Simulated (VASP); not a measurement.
Write the native input for VASP 6.6.1 that does the following.

```yaml
Task: single point
Functional: BLYP
Potentials_or_basis: VASP PAW PBE potentials, release 64 (Ge_d)
Cutoff: 520 eV
k_mesh: 10 × 10 × 6
Occupations: fermi-dirac, width 0.05 eV
Spin: collinear spin
Starting_moments: "[0.5, -0.25] μB"
Dipole_correction: no
Further_INCAR_settings: ALGO = Normal; EDIFF = 1e-06; NBANDS = 25
```

The structure of Ge lies in POSCAR:

```
Ge
1.0
    1.4880529250     -2.5946896100      0.0000000000
    1.4880529250      2.5946896100      0.0000000000
    0.0000000000      0.0000000000      4.7275957900
Ge
2
Direct
    0.3334466300      0.6665533700      0.2500000000
    0.6665533700      0.3334466300      0.7500000000
```

This isn't the form of Ge at room conditions, which is diamond.

These files were run (other wordings do the same):

INCAR

```
SYSTEM = Ge
  AGGAC = 1.0
  AGGAX = 1.0
  ALDAC = 0.0
  ALDAX = 1.0
  ALGO = Normal
  EDIFF = 1E-6
  ENCUT = 520
  GGA = B5
  ISIF = 2
  ISMEAR = -1
  ISPIN = 2
  LASPH = .True.
  LCHARG = .True.
  LELF = .True.
  LORBIT = 11
  LREAL = .False.
  LVHAR = .True.
  LWAVE = .False.
  MAGMOM = 0.5 -0.25
  NBANDS = 25
  NELM = 150
  PREC = Accurate
  SIGMA = 0.05
```

KPOINTS

```
k-points
0
Gamma
  10 10 6
  0 0 0
```

Potentials or basis: VASP PAW PBE potentials, release 64 (Ge_d).

Launch:

```console
$ cat potpaw_PBE.64/Ge_d/POTCAR > POTCAR
$ mpirun -np 1 vasp_std > vasp.out
```

Results of the run:

```yaml
Pressure: 11.3 GPa
Band_gap_on_the_k_mesh: zero (filled and empty bands overlap)
Net_moment: 0.00 μB per cell
Valence_electrons_inside_the_program's_atomic_spheres: Ge 12.24
```

Caveat: the cell stands under pressure; the PAW data sets were made with another functional, which shifts forces and pressure a little.

Wall time 2.5 min on 1 thread of AMD EPYC 7R13 Processor (Zen 3) (shared host), peak memory 0.25 GiB.
